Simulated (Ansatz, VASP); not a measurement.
**Ti in VASP and in Ansatz**

```xyz
2
Lattice="0.0000 -3.2552 0.0000 -3.2552 0.0000 0.0000 0.0000 0.0000 -3.2552" Properties=species:S:1:pos:R:3 pbc="T T T"
Ti   -1.7820   -1.6276   -1.6276
Ti    0.1544    0.0000    0.0000
```

Change from the starting cell: mode 4 frozen in at -0.154 Å and mode 5 at +0.000 Å (largest displacements).

Alike in both runs: task single point; functional PBE; k mesh 14 × 14 × 14; occupations gaussian, width 0.15 eV; no spin polarisation.

```csv
,VASP,Ansatz
version,VASP 6.6.1,Ansatz 0.2.0
potentials or method,"VASP PAW PBE potentials, release 64 (Ti_sv), cutoff 520 eV","scalar-relativistic, plane waves, PAW"
valence electrons in the cell,24,24
```

|  | VASP | Ansatz | Ansatz less VASP |
| --- | --- | --- | --- |
| gap on the k mesh at the Fermi level (eV) | none | none | - |
| pressure (GPa) | 1.8 | 2.3 | +0.48 |
| traceless stress, the component that is largest in VASP (GPa) | -1.78 | -1.78 | +0.003 |
| rms of the force components (eV/Å) | 0.846 | 0.846 | 0.0000 |

Atom by atom the forces differ by 0.000 eV/Å (rms over components). A gap of «none» marks a metal or a gap that the smearing closes.
